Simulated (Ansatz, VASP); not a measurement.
## Mg2Si3N3 in VASP and in Ansatz

```
CELL_PARAMETERS angstrom
2.91442 -3.35105 -0.00087
2.91442 3.35105 -0.00087
-1.57191 0.00000 5.73846
ATOMIC_POSITIONS crystal
Mg 0.15972 0.15972 0.37087
Mg 0.64901 0.64901 0.26741
Si 0.75149 0.28848 0.72100
Si 0.20566 0.20566 0.95993
Si 0.28848 0.75149 0.72100
N 0.49720 0.49720 0.86737
N 0.49741 0.94985 0.54619
N 0.94985 0.49741 0.54619
```

Change from the starting cell: the structure that the rattled cell fell into.

Alike in both runs: functional PBE; k mesh 8 × 8 × 6; occupations gaussian, width 0.1 eV; no spin polarisation.

Ansatz relaxed the structure, and its values are those at the end. VASP's run is a single point on that final structure, the one shown.

|  | VASP | Ansatz |
| --- | --- | --- |
| version | VASP 6.6.1 | Ansatz 0.2.0 |
| potentials or method | VASP PAW PBE potentials, release 64 (Mg, Si, N), cutoff 600 eV | scalar-relativistic, plane waves, PAW |
| valence electrons in the cell | 31 | 47 |

Ansatz gave:

| Item | Value |
| --- | --- |
| gap on the k mesh at the Fermi level (eV) | none |
| pressure (GPa) | 0.0 |
| rms of the force components (eV/Å) | 0.004 |

Problem. What did VASP give for the same quantities?

Solution. gap on the k mesh at the Fermi level (eV): none; pressure (GPa): -0.2; rms of the force components (eV/Å): 0.005.

A gap of «none» marks a metal or a gap that the smearing closes. With one functional, cell and mesh, what is left measures potentials, basis and numerics. VASP's potentials hold 31 valence electrons a cell and Ansatz's 47, so a difference there can come from the potentials and not from the codes.
